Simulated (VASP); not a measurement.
MnO:

```
CELL_PARAMETERS angstrom
0.00000 2.23864 2.23864
2.23864 0.00000 2.23864
2.23864 2.23864 0.00000
ATOMIC_POSITIONS crystal
Mn 0.00000 0.00000 0.00000
O 0.50000 0.50000 0.50000
```

Base run:

- Program: VASP 6.6.1
- Functional: r2SCAN
- Potentials or basis: VASP PAW PBE potentials, release 64 (Mn_pv, O)
- Cutoff: 520 eV
- k mesh: 10 × 10 × 10
- Occupations: fermi-dirac, width 0.05 eV
- Spin: collinear spin, ferromagnetic start
- Starting moments: [4.0, 0.0] μB

Its results: pressure -2.7 GPa; net moment 5.00 μB per cell; site moments Mn +4.55; O +0.23 μB.

Problem. The run is repeated on the same cell with these changes: functional from r2SCAN to PBE. What comes out?

Solution. Pressure -2.4 GPa; net moment 4.81 μB per cell; site moments Mn +4.37; O +0.20 μB.

Caveats: a cell with one magnetic atom can't hold antiferromagnetic order, which such compounds often take; the PAW data sets were made with another functional, which shifts forces and pressure a little (some runs).
